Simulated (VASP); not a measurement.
The system is Cd3Te2.

```
Cd Te
1.0
     4.62122    0.00000    0.00000
    -2.31061    4.00210    0.00000
     0.00000    0.00000   13.81889
Cd Te
6 4
Direct
  0.00000 0.00000 0.25000
  0.00000 0.00000 0.75000
  0.33333 0.66667 0.93000
  0.66667 0.33333 0.43000
  0.33333 0.66667 0.57000
  0.66667 0.33333 0.07000
  0.33333 0.66667 0.14300
  0.66667 0.33333 0.64300
  0.33333 0.66667 0.35700
  0.66667 0.33333 0.85700
```

| Quantity | Value |
| --- | --- |
| Program | VASP 6.6.1 |
| Task | relaxation of cell and atoms |
| Functional | PBE |
| Potentials or basis | VASP PAW PBE potentials, release 64 (Cd, Te) |
| Cutoff | 600 eV |
| k mesh | 4 × 4 × 2 |
| Occupations | gaussian, width 0.2 eV |
| Spin | no spin polarisation |

At the start: pressure 12.3 GPa; volume 25.56 Å³/atom.

Task: Where does the relaxation end?

Result: Over 14 steps the energy falls by 306.3 meV/atom and the volume is 34.01 Å³/atom (+33.1 %); space group P6_3/mmc (No. 194, to 0.05 Å).

The path:
```tsv
step	energy change (eV)	largest force (eV/Å)	pressure (GPa)	volume (Å³)
1	0.0000	1.7164	12.27	255.57
2	-2.3790	0.8525	-1.71	334.75
3	-2.4145	0.8763	-0.64	322.44
4	-2.4150	0.8716	-0.79	323.88
5	-2.6119	0.6772	-0.31	320.10
6	-2.8223	0.3221	1.12	312.29
7	-2.8337	0.1856	1.76	309.49
8	-2.9586	0.1589	0.86	320.29
9	-3.0345	0.1531	-0.08	335.11
10	-3.0414	0.1570	-0.34	340.13
11	-3.0419	0.1580	-0.40	341.39
12	-3.0591	0.0958	-0.09	340.62
13	-3.0630	0.0815	0.14	340.10
14	-3.0630	0.0787	0.15	340.06
```

Final structure:
```
Cd Te
1.0
     4.79545    0.00000    0.00000
    -2.39772    4.15298    0.00000
     0.00000    0.00000   17.07533
Cd Te
6 4
Direct
  0.00000 0.00000 0.25000
  0.00000 0.00000 0.75000
  0.33333 0.66667 0.93518
  0.66667 0.33333 0.43518
  0.33333 0.66667 0.56482
  0.66667 0.33333 0.06482
  0.33333 0.66667 0.11550
  0.66667 0.33333 0.61550
  0.33333 0.66667 0.38450
  0.66667 0.33333 0.88450
```

Caveat: the k points lie up to 0.38 Å⁻¹ apart in the final cell; the volume moved by over 15 % at a fixed basis, so the end points are rough; the relaxation stopped at a loose force limit of 0.08 eV/Å, so its end isn't a converged minimum.
